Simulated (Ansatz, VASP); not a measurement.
This is a calculation of Ir for Ansatz 0.2.0.

The input input.yaml:

```yaml
crystal:
  lattice:
    - [0.0, 1.8897103398, 1.8897103398]
    - [1.8897103398, 0.0, 1.8897103398]
    - [1.8897103398, 1.8897103398, 0.0]
  atoms:
    - { symbol: Ir, position: [0.0, 0.0, 0.0] }
hamiltonian:
  xc: r2scan
  pseudopotentials: { kind: paw }
kpoints:
  mp_grid: { grid: [12, 12, 12] }
scf:
  occupations: { method: fermi_dirac, width: 0.05 }
output:
  forces: true
  stress: true
  eigenvalues: true
```

Potentials or basis: Ansatz PAW.

Run with:

```sh
$ ansatz run input.yaml --threads 1 --pin off --max-ram 3584MiB --backend cpu --events-out ev --progress --plain --runs-dir out
```

Question: Translate it to VASP 6.6.1. Potentials there: VASP PAW PBE potentials, release 64 (Ir_sv_GW).

Answer: As run (the cutoff follows the program's own potentials):

Contents of POSCAR:

```
Ir
1.0
    0.0000000000      1.8897103398      1.8897103398
    1.8897103398      0.0000000000      1.8897103398
    1.8897103398      1.8897103398      0.0000000000
Ir
1
Direct
    0.0000000000      0.0000000000      0.0000000000
```

INCAR.step1

```
PREC     = Accurate       # precision mode
ENCUT    = 550            # plane-wave cutoff, eV
ISMEAR   = -1             # smearing method
SIGMA    = 0.05           # smearing width, eV
LREAL    = F              # projectors in reciprocal space
LASPH    = T              # aspherical terms in the spheres
NELM     = 120            # most SCF steps
NBANDS   = 14             # bands
GGA      = PE             # functional
ALGO     = Normal         # electronic algorithm
EDIFF    = 1E-5           # SCF threshold, eV
LWAVE    = T              # write WAVECAR
LCHARG   = F              # write CHGCAR
GGA_COMPAT= F
```

Contents of INCAR.step2:

```
PREC     = Accurate       # precision mode
ENCUT    = 550            # plane-wave cutoff, eV
EDIFF    = 1E-6           # SCF threshold, eV
ISMEAR   = -1             # smearing method
SIGMA    = 0.05           # smearing width, eV
LREAL    = F              # projectors in reciprocal space
LASPH    = T              # aspherical terms in the spheres
NELM     = 120            # most SCF steps
ALGO     = Normal         # electronic algorithm
ISIF     = 2              # what is computed and relaxed
LWAVE    = F              # write WAVECAR
LCHARG   = T              # write CHGCAR
METAGGA  = R2SCAN         # meta-GGA
LMIXTAU  = T            
LELF     = T              # ELF
LVHAR    = T            
NBANDS   = 14             # bands
ISTART   = 1            
GGA_COMPAT= F
```

KPOINTS

```
regular mesh
0
Gamma
  12 12 12
```

Potentials or basis: VASP PAW PBE potentials, release 64 (Ir_sv_GW).

Launch:

```sh
$ cat potpaw_PBE.64/Ir_sv_GW/POTCAR > POTCAR
$ cp INCAR.step1 INCAR
$ mpirun -np 1 vasp_std > vasp.out
$ cp INCAR.step2 INCAR
$ mpirun -np 1 vasp_std > vasp.out
```

Both were run:

|  | VASP | Ansatz | Ansatz less VASP |
| --- | --- | --- | --- |
| gap on the k mesh at the Fermi level (eV) | none | none | - |
| pressure (GPa) | 19.2 | 21.4 | +2.26 |

VASP's potentials were made for PBE, not for r2SCAN. A gap of «none» marks a metal or a gap that the smearing closes. The functional is the same, so the differences come from potentials, cutoffs and numerics.

Spin-orbit coupling is off throughout.
